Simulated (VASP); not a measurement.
Write the native input for VASP 6.6.1 that does the following.

```yaml
Task: single point
Functional: PBE
Potentials_or_basis: VASP PAW PBE potentials, release 64 (Ta_pv, Se, F)
Cutoff: 520 eV
k_mesh: 12 × 12 × 12
Occupations: gaussian, width 0.1 eV
Spin: no spin polarisation
Dipole_correction: no
Further_INCAR_settings: ALGO = Normal; EDIFF = 1e-06; NBANDS = 19
```

The structure of TaSeF lies in POSCAR:

```
TaSeF
1.0
    3.6697980753      0.0000000000      0.0000000000
    0.0000000000      3.6697980753      0.0000000000
    0.0000000000      0.0000000000      4.1453086803
Ta Se F
1 1 1
Direct
    0.0000000000      0.0000000000      0.5000000000
    0.5000000000      0.5000000000      0.5000000000
    0.0000000000      0.0000000000      0.0000000000
```

The input as run:

INCAR

```
SYSTEM = TaSeF
PREC = Accurate
ENCUT = 520
EDIFF = 1E-6
ISMEAR = 0
SIGMA = 0.1
LREAL = .False.
LASPH = .True.
NELM = 100
ALGO = Normal
ISIF = 2
LWAVE = .False.
LCHARG = .False.
GGA = PE
NBANDS = 19
```

KPOINTS

```
regular mesh
0
Gamma
  12 12 12
  0 0 0
```

Potentials or basis: VASP PAW PBE potentials, release 64 (Ta_pv, Se, F).

The run is started by

```console
$ cat potpaw_PBE.64/Ta_pv/POTCAR potpaw_PBE.64/Se/POTCAR potpaw_PBE.64/F/POTCAR > POTCAR
$ mpirun -np 1 vasp_std > vasp.out
```

It gave:

```json
{
 "Pressure": "0.2 GPa",
 "Band gap on the k mesh": "zero (band 12 reaches 5.61 eV, above the bottom of band 13 at 3.60 eV)"
}
```

Caveat: spin-orbit coupling is left out, which moves the levels of the heavy elements.

Run time: 58 s on 1 thread of Intel(R) Xeon(R) 6975P-C (Granite Rapids), with other jobs on the host, peak memory 0.34 GiB.
